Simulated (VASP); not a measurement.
# SnSe (F-43m) in VASP: further runs

Runs on SnSe. Level: PBE. Tasks: single point, relaxation of cell and atoms.

All numbers are computed with VASP 6.6.1; they aren't measurements. Logs are shortened: lines on timing, memory, paths and dates and some standing lists are left out, and cuts for length are marked.

**1. The cell of the first run**

The structure is cubic, space group F-43m (No. 216). The conventional cell has a = 6.327 Å, b = 6.327 Å, c = 6.327 Å, α = 90.00°, β = 90.00°, γ = 90.00°. Within 3.6 Å of Sn (site symmetry -43m) lie 4 Se at 2.74 Å. Within 3.6 Å of Se (site symmetry -43m) lie 4 Sn at 2.74 Å.

**2. Single point, PBE**

INCAR reads:

```
  ALGO = Normal
  EDIFF = 1E-6
  ENCUT = 520
  GGA = PE
  ISIF = 2
  ISMEAR = 0
  LASPH = True
  LCHARG = False
  LREAL = False
  LWAVE = False
  NBANDS = 17
  NELM = 80
  PREC = Accurate
  SIGMA = 0.1
```

KPOINTS reads:

```
k-points
0
Gamma
  6 6 6
```

POSCAR reads:

```
SnSe
1.0
    0.0000000000      3.1636418600      3.1636418600
    3.1636418600      0.0000000000      3.1636418600
    3.1636418600      3.1636418600      0.0000000000
Sn Se
1 1
Direct
    0.0000000000      0.0000000000      0.0000000000
    0.7500000000      0.7500000000      0.7500000000
```

Potentials or basis: VASP PAW PBE potentials, release 64 (Sn_d, Se).

Launch:

```console
$ cat potpaw_PBE.64/Sn_d/POTCAR potpaw_PBE.64/Se/POTCAR > POTCAR
$ mpirun -np 1 vasp_std > vasp.out
```

OUTCAR:

```text
EDIFF = 1E-6
   ENCUT = 520
   GGA = PE
   ISIF = 2
   ISMEAR = 0
   LASPH = True
   LREAL = False
   NELM = 80
   PREC = Accurate

 ion  position               nearest neighbor table
   1  0.000  0.000  0.000-   2 2.74   2 2.74   2 2.74   2 2.74
   2  0.750  0.750  0.750-   1 2.74   1 2.74   1 2.74   1 2.74

  LATTYP: Found a face centered cubic cell.
 ALAT       =     6.3272837200

  Lattice vectors:

 A1 = (   0.0000000000,   3.1636418600,   3.1636418600)
 A2 = (   3.1636418600,   0.0000000000,   3.1636418600)
 A3 = (   3.1636418600,   3.1636418600,   0.0000000000)

Analysis of symmetry for initial positions (statically):
=====================================================================
 Subroutine PRICEL returns:
 Original cell was already a primitive cell.

 Routine SETGRP: Setting up the symmetry group for a
 face centered cubic supercell.

 Subroutine GETGRP returns: Found 24 space group operations
 (whereof 24 operations were pure point group operations)
 out of a pool of 48 trial point group operations.

The static configuration has the point symmetry T_d .

Analysis of symmetry for dynamics (positions and initial velocities):
=====================================================================
 Subroutine PRICEL returns:
 Original cell was already a primitive cell.

 Routine SETGRP: Setting up the symmetry group for a
 face centered cubic supercell.

 Subroutine GETGRP returns: Found 24 space group operations
 (whereof 24 operations were pure point group operations)
 out of a pool of 48 trial point group operations.

The dynamic configuration has the point symmetry T_d .

 Subroutine INISYM returns: Found 24 space group operations
 (whereof 24 operations are pure point group operations),
 and found     1 'primitive' translations

----------------------------------------------------------------------------------------

                                     Primitive cell

  volume of cell :      63.3274

  direct lattice vectors                    reciprocal lattice vectors
     0.000000000  3.163641860  3.163641860    -0.158045702  0.158045702  0.158045702
     3.163641860  0.000000000  3.163641860     0.158045702 -0.158045702  0.158045702
     3.163641860  3.163641860  0.000000000     0.158045702  0.158045702 -0.158045702

  length of vectors
     4.474065225  4.474065225  4.474065225     0.273743187  0.273743187  0.273743187

  position of ions in fractional coordinates (direct lattice)
     0.000000000  0.000000000  0.000000000
[... 68 lines left out ...]
   NELM   =     80;   NELMIN=  2; NELMDL= -5     # of ELM steps
   EDIFF  = 0.1E-05   stopping-criterion for ELM
   LREAL  =      F    real-space projection
   EDIFFG = 0.1E-04   stopping-criterion for IOM
   NSW    =      0    number of steps for IOM
   IBRION =     -1    ionic relax: 0-MD 1-quasi-New 2-CG
   NFREE  =      0    steps in history (QN), initial steepest desc. (CG)
   ISIF   =      2    stress and relaxation
   ISYM   =      2    0-nonsym 1-usesym 2-fastsym
   POTIM  = 0.5000    time-step for ionic-motion
   TEBEG  =    0.0;   TEEND  =   0.0 temperature during run
   PSTRESS=    0.0 pullay stress
   NELECT =      20.0000    total number of electrons
   NUPDOWN=      -1.0000    fix difference up-down
   EMIN   =  10.00;   EMAX   =-10.00  energy-range for DOS
   EFERMI =   0.00;   METHOD = LEGACY
   ISMEAR =     0;   SIGMA  =   0.10  broadening in eV -4-tet -1-fermi 0-gaus
   EFERMI_NEDOS =   21; number of points for ismear=-14 and -15
   IALGO  =     38    algorithm
   IMIX   =      4    mixing-type and parameters
     AMIX     =   0.40;   BMIX     =  1.00
     AMIX_MAG =   1.60;   BMIX_MAG =  1.00
  volume/ion in A,a.u.               =      31.66       213.68
  Fermi-wavevector in a.u.,A,eV,Ry     =   1.114861  2.106782 16.910896  1.242916
  Thomas-Fermi vector in A             =   2.251460
   LORBIT       =      0    0 simple, 1 ext, 2 COOP (PROOUT), +10 PAW based schemes
   GGA     = PE    functional components
   LHFCALC =     F    Hartree Fock is set to
   AEXX    =    0.0000 exact exchange contribution
   IVDW    =     0    specifies the selected vdW correction
   LEPSILON=     F    determine dielectric tensor
   LRPA    =     F    only Hartree local field effects (RPA)
 non-spin polarized calculation
 Gauss-broadening in eV      SIGMA  =   0.10
  energy-cutoff  :      520.00
  volume of cell :       63.33
 maximum number of plane-waves:      1724
 NGX is ok and might be reduce to    36
   NGX = 17   NGY = 17   NGZ = 17

 number of electron      20.0000000 magnetization

 Free energy of the ion-electron system (eV)
  ---------------------------------------------------
  ext. energy  EPLUGINS =         0.00000000
  ---------------------------------------------------
  free energy    TOTEN  =        -7.40787225 eV

  energy without entropy =       -7.40514796  energy(sigma->0) =       -7.40651010

 E-fermi :   4.7042     XC(G=0):  -8.6639

 val. band max:        4.5447653798   @ k =   0.3333   0.3333   0.0000
 cond. band min:       4.7500537654   @ k =  -0.3333   0.5000   0.1667
 fundamental gap:      0.2052883856
 Fermi energy:         4.7042051255

 k-point     1 :       0.0000    0.0000    0.0000
  band No.  band energies     occupation
      1     -17.1670      2.00000
      2     -17.1670      2.00000
      3     -17.1670      2.00000
      4     -17.1331      2.00000
      5     -17.1331      2.00000
      6      -9.7568      2.00000
[... 297 lines left out ...]
      4     -17.1363      2.00000
      5     -17.1297      2.00000
      6      -8.7637      2.00000
[... 9 lines left out ...]
     16      13.8885      0.00000
     17      14.0033      0.00000

------------------------ aborting loop because EDIFF is reached ----------------------------------------

  FORCE on cell =-STRESS in cart. coord.  units (eV):
  Direction    XX          YY          ZZ          XY          YZ          ZX
  --------------------------------------------------------------------------------------
  -------------------------------------------------------------------------------------
  Total        3.5188892      3.5188892      3.5188892      0.0000000     -0.0000000      0.0000000
  in kB       89.0275123     89.0275123     89.0275123      0.0000000     -0.0000000      0.0000000
  external PRESSURE =      89.0275123 kB  Pullay stress =       0.0000000 kB

 VOLUME and BASIS-vectors are now :
 -----------------------------------------------------------------------------
  energy-cutoff  :      520.00
  volume of cell :       63.33
      direct lattice vectors                 reciprocal lattice vectors
     0.000000000  3.163641860  3.163641860    -0.158045702  0.158045702  0.158045702
     3.163641860  0.000000000  3.163641860     0.158045702 -0.158045702  0.158045702
     3.163641860  3.163641860  0.000000000     0.158045702  0.158045702 -0.158045702

 POSITION                                       TOTAL-FORCE (eV/Angst)
 -----------------------------------------------------------------------------------
      0.00000      0.00000      0.00000         0.000000      0.000000      0.000000
      4.74546      4.74546      4.74546        -0.000000     -0.000000     -0.000000
 -----------------------------------------------------------------------------------
    total drift:                                0.000000      0.000000      0.000000

  FREE ENERGIE OF THE ION-ELECTRON SYSTEM (eV)
  ---------------------------------------------------
  free  energy   TOTEN  =        -7.4078722515 eV

  energy  without entropy=       -7.4051479554  energy(sigma->0) =       -7.40651010
```

stdout:

```text
POSCAR found type information on POSCAR SnSe
 POSCAR found :  2 types and       2 ions
 scaLAPACK will be used
 LDA part: xc-table for (Slater+PW92), standard interpolation
 POSCAR, INCAR and KPOINTS ok, starting setup
 FFT: planning ... GRIDC
 FFT: planning ... GRID_SOFT
 FFT: planning ... GRID
 WAVECAR not read
 entering main loop
```

Run time: 18 s. Hardware: 1 thread of AMD EPYC 7R13 (Zen 3), shared host; peak memory 0.16 GiB.

What came out:

```yaml
Free_energy: -7.4079 eV
Pressure: 8.9 GPa
Band_gap_on_the_k_mesh: zero (band 10 reaches 4.75 eV, above the bottom of band 11 at 4.27 eV)
```

Caveat: spin-orbit coupling is left out, which moves the levels of the heavy elements.

**3. Single point, PBE**

This run uses another cell than the first one, of 38.92 Å³/atom, 1.229 times its volume.

INCAR reads:

```
ALGO = Normal ; EDIFF = 1E-7
ENCUT = 520 ; GGA = PE
ISIF = 2 ; ISMEAR = 0
LASPH = True ; LCHARG = False
LREAL = False ; LWAVE = False
NBANDS = 17 ; NELM = 100
PREC = Accurate ; SIGMA = 0.1
```

KPOINTS is that of step 2.

POSCAR reads:

```
SnSe
1.0
    0.0000000000      3.3888077880      3.3888077880
    3.3888077880      0.0000000000      3.3888077880
    3.3888077880      3.3888077880      0.0000000000
Sn Se
1 1
Direct
    0.0000000000      0.0000000000      0.0000000000
    0.7500000000      0.7500000000      0.7500000000
```

Potentials or basis: VASP PAW PBE potentials, release 64 (Sn_d, Se).

Launch:

```console
$ cat potpaw_PBE.64/Sn_d/POTCAR potpaw_PBE.64/Se/POTCAR > POTCAR
$ mpirun -np 1 vasp_std > vasp.out
```

It took 26 s on 1 thread of AMD EPYC 7R13 (Zen 3), shared host; peak memory 0.17 GiB.

It converged, with:

```yaml
Free_energy: -7.7550 eV
Pressure: 0.0 GPa
Band_gap_on_the_k_mesh: 0.21 eV, indirect (least direct gap 0.68 eV)
```

Levels at points of the mesh, in eV from the valence-band top:
| k point | band 6 | band 7 | band 8 | band 9 | band 10 | band 11 | band 12 | band 13 | band 14 | band 15 |
| --- | --- | --- | --- | --- | --- | --- | --- | --- | --- | --- |
| (0.00, 0.00, 0.00) | -13.00 | -5.21 | -2.08 | -2.08 | -2.08 | 1.63 | 1.63 | 1.63 | 4.95 | 7.59 |
| (0.50, 0.00, 0.00) | -12.56 | -6.96 | -2.58 | -2.58 | -2.00 | 2.38 | 2.38 | 3.43 | 6.50 | 7.53 |
| (0.50, 0.50, 0.00) | -12.41 | -7.23 | -3.25 | -3.25 | -0.47 | 0.21 | 4.41 | 4.41 | 5.71 | 7.40 |

Caveat: spin-orbit coupling is left out, which moves the levels of the heavy elements.

**4. Relaxation of cell and atoms, PBE**

INCAR reads:

```
PREC     = Accurate       # precision mode
ENCUT    = 600            # plane-wave cutoff, eV
EDIFF    = 1E-6           # SCF threshold, eV
ISMEAR   = 0              # smearing method
SIGMA    = 0.1            # smearing width, eV
LREAL    = F              # projectors in reciprocal space
LASPH    = T              # aspherical terms in the spheres
NELM     = 80             # most SCF steps
ALGO     = Normal         # electronic algorithm
ISIF     = 3              # what is computed and relaxed
LWAVE    = F              # write WAVECAR
LCHARG   = F              # write CHGCAR
GGA      = PE             # functional
IBRION   = 2              # ionic algorithm
NSW      = 90             # ionic steps
EDIFFG   = -0.04          # ionic threshold
```

KPOINTS reads:

```
regular mesh
0
Gamma
  6 6 6
```

POSCAR reads:

```
SnSe
1.0
    0.0000000000      3.1636418600      3.1636418600
    3.1636418600      0.0000000000      3.1636418600
    3.1636418600      3.1636418600      0.0000000000
Sn Se
1 1
Direct
    0.0000000000      0.0000000000      0.0000000000
    0.7500000000      0.7500000000      0.7500000000
```

Potentials or basis: VASP PAW PBE potentials, release 64 (Sn_d, Se).

Launch:

```console
$ cat potpaw_PBE.64/Sn_d/POTCAR potpaw_PBE.64/Se/POTCAR > POTCAR
$ mpirun -np 1 vasp_std > vasp.out
```

OUTCAR:

```text
PREC = Accurate
   ENCUT = 600
   EDIFF = 1E-6
   ISMEAR = 0
   LREAL = F
   LASPH = T
   NELM = 80
   ISIF = 3
   GGA = PE
   IBRION = 2
   NSW = 90
   EDIFFG = -0.04

 ion  position               nearest neighbor table
   1  0.000  0.000  0.000-   2 2.74   2 2.74   2 2.74   2 2.74
   2  0.750  0.750  0.750-   1 2.74   1 2.74   1 2.74   1 2.74

  LATTYP: Found a face centered cubic cell.
 ALAT       =     6.3272837200

  Lattice vectors:

 A1 = (   0.0000000000,   3.1636418600,   3.1636418600)
 A2 = (   3.1636418600,   0.0000000000,   3.1636418600)
 A3 = (   3.1636418600,   3.1636418600,   0.0000000000)

Analysis of symmetry for initial positions (statically):
=====================================================================
 Subroutine PRICEL returns:
 Original cell was already a primitive cell.

 Routine SETGRP: Setting up the symmetry group for a
 face centered cubic supercell.

 Subroutine GETGRP returns: Found 24 space group operations
 (whereof 24 operations were pure point group operations)
 out of a pool of 48 trial point group operations.

The static configuration has the point symmetry T_d .

Analysis of symmetry for dynamics (positions and initial velocities):
=====================================================================
 Subroutine PRICEL returns:
 Original cell was already a primitive cell.

 Routine SETGRP: Setting up the symmetry group for a
 face centered cubic supercell.

 Subroutine GETGRP returns: Found 24 space group operations
 (whereof 24 operations were pure point group operations)
 out of a pool of 48 trial point group operations.

The dynamic configuration has the point symmetry T_d .

 Subroutine INISYM returns: Found 24 space group operations
 (whereof 24 operations are pure point group operations),
 and found     1 'primitive' translations

[... 97 lines left out ...]
   NUPDOWN=      -1.0000    fix difference up-down
   EMIN   =  10.00;   EMAX   =-10.00  energy-range for DOS
   EFERMI =   0.00;   METHOD = LEGACY
   ISMEAR =     0;   SIGMA  =   0.10  broadening in eV -4-tet -1-fermi 0-gaus
   EFERMI_NEDOS =   21; number of points for ismear=-14 and -15
   IALGO  =     38    algorithm
   IMIX   =      4    mixing-type and parameters
     AMIX     =   0.40;   BMIX     =  1.00
     AMIX_MAG =   1.60;   BMIX_MAG =  1.00
  volume/ion in A,a.u.               =      31.66       213.68
  Fermi-wavevector in a.u.,A,eV,Ry     =   1.114861  2.106782 16.910896  1.242916
  Thomas-Fermi vector in A             =   2.251460
   LORBIT       =      0    0 simple, 1 ext, 2 COOP (PROOUT), +10 PAW based schemes
   GGA     = PE    functional components
   LHFCALC =     F    Hartree Fock is set to
   AEXX    =    0.0000 exact exchange contribution
   IVDW    =     0    specifies the selected vdW correction
   LEPSILON=     F    determine dielectric tensor
   LRPA    =     F    only Hartree local field effects (RPA)
 conjugate gradient relaxation of ions
 non-spin polarized calculation
 Gauss-broadening in eV      SIGMA  =   0.10
  energy-cutoff  :      600.00
  volume of cell :       63.33
 maximum number of plane-waves:      2126
   NGX = 17   NGY = 17   NGZ = 17

--------------------------------------- Ionic step        1  -------------------------------------------

 number of electron      20.0000000 magnetization

 Free energy of the ion-electron system (eV)
  ---------------------------------------------------
  ext. energy  EPLUGINS =         0.00000000
  ---------------------------------------------------
  free energy    TOTEN  =        -7.40797481 eV

  energy without entropy =       -7.40524989  energy(sigma->0) =       -7.40661235

------------------------ aborting loop because EDIFF is reached ----------------------------------------

  FORCE on cell =-STRESS in cart. coord.  units (eV):
  Direction    XX          YY          ZZ          XY          YZ          ZX
  --------------------------------------------------------------------------------------
  -------------------------------------------------------------------------------------
  Total        3.5243211      3.5243211      3.5243211      0.0000000     -0.0000000     -0.0000000
  in kB       89.1649400     89.1649400     89.1649400      0.0000000     -0.0000000     -0.0000000
  external PRESSURE =      89.1649400 kB  Pullay stress =       0.0000000 kB
[... 59 lines left out ...]
--------------------------------------- Ionic step        3  -------------------------------------------

 number of electron      20.0000005 magnetization

 Free energy of the ion-electron system (eV)
  ---------------------------------------------------
  ext. energy  EPLUGINS =         0.00000000
  ---------------------------------------------------
  free energy    TOTEN  =        -7.75339789 eV

  energy without entropy =       -7.75240645  energy(sigma->0) =       -7.75290217

 E-fermi :   2.8028     XC(G=0):  -7.7470

 val. band max:        2.6724550055   @ k =  -0.3333   0.5000   0.1667
 cond. band min:       2.8822510577   @ k =   0.5000   0.5000   0.0000
 fundamental gap:      0.2097960522
 Fermi energy:         2.8027733387

 k-point     1 :       0.0000    0.0000    0.0000
  band No.  band energies     occupation
      1     -18.9502      2.00000
      2     -18.9502      2.00000
      3     -18.9502      2.00000
      4     -18.9392      2.00000
      5     -18.9392      2.00000
      6     -10.3339      2.00000
      7      -2.5404      2.00000
      8       0.5915      2.00000
      9       0.5915      2.00000
     10       0.5915      2.00000
     11       4.3024      0.00000
     12       4.3024      0.00000
     13       4.3024      0.00000
     14       7.6259      0.00000
[... 282 lines left out ...]
  FREE ENERGIE OF THE ION-ELECTRON SYSTEM (eV)
  ---------------------------------------------------
  free  energy   TOTEN  =        -7.7533978918 eV

  energy  without entropy=       -7.7524064454  energy(sigma->0) =       -7.75290217

 reached required accuracy - stopping structural energy minimisation
```

OSZICAR:

```text
N       E                     dE             d eps       ncg     rms          rms(c)
DAV:   1     0.141586976075E+03    0.14159E+03   -0.10841E+04   448   0.183E+03
DAV:   2     0.665496976446E+01   -0.13493E+03   -0.13263E+03   466   0.410E+02
DAV:   3    -0.726119838245E+01   -0.13916E+02   -0.13795E+02   574   0.114E+02
[... 26 lines left out ...]
DAV:   4    -0.775367818489E+01    0.23742E-02   -0.59282E-03   630   0.700E-01    0.823E-02
DAV:   5    -0.775339270266E+01    0.28548E-03   -0.25476E-04   490   0.180E-01    0.307E-02
DAV:   6    -0.775340619386E+01   -0.13491E-04   -0.52573E-05   584   0.852E-02    0.117E-02
DAV:   7    -0.775339768013E+01    0.85137E-05   -0.10912E-05   472   0.337E-02    0.210E-03
DAV:   8    -0.775339789185E+01   -0.21172E-06   -0.64203E-07   362   0.551E-03
   3 F= -.77533979E+01 E0= -.77529022E+01  d E =-.345423E+00
```

CONTCAR:

```text
SnSe
   1.00000000000000
     0.0000000000000000    3.3874907526140916    3.3874907526140916
     3.3874907526140916   -0.0000000000000000    3.3874907526140916
     3.3874907526140916    3.3874907526140916    0.0000000000000000
  Sn              Se
     1     1
Direct
     0.0000000000000000    0.0000000000000000    0.0000000000000000
     0.7500000000000000    0.7500000000000000    0.7500000000000000

  0.00000000E+00  0.00000000E+00  0.00000000E+00
  0.00000000E+00  0.00000000E+00  0.00000000E+00
```

Wall time 43 s (1 thread of AMD EPYC 7R13 (Zen 3), shared host); peak memory 0.19 GiB.

What came out:

```
Free energy                            : -7.7534 eV
Relaxed volume                         : 38.87 Å³/atom
Relaxed cell                           : a = 4.791 Å, b = 4.791 Å, c = 4.791 Å, α = 60.00°, β = 60.00°, γ = 60.00°
Space group after relaxing (to 0.05 Å) : F-43m (No. 216)
Energy gained by relaxing              : 172.7 meV/atom
Ionic steps                            : 3
Pressure after relaxing                : 0.1 GPa
Band gap on the k mesh                 : 0.21 eV, indirect (least direct gap 0.68 eV)
```

Step by step:
| step | energy change (eV) | largest force (eV/Å) | pressure (GPa) | volume (Å³) |
| --- | --- | --- | --- | --- |
| 1 | 0.0000 | 0.0000 | 8.92 | 63.33 |
| 2 | -0.3350 | 0.0000 | -1.03 | 80.89 |
| 3 | -0.3454 | 0.0000 | 0.06 | 77.74 |

Final structure:
```xyz
2
Lattice="0.0000 3.3875 3.3875 3.3875 0.0000 3.3875 3.3875 3.3875 0.0000" Properties=species:S:1:pos:R:3 pbc="T T T"
Sn    0.0000    0.0000    0.0000
Se    5.0812    5.0812    5.0812
```

Caveat: the volume moved by over 15 % at a fixed basis, so the end points are rough; spin-orbit coupling is left out, which moves the levels of the heavy elements. A k mesh can miss the band edges.

(Part 1 of 2 ends here.)
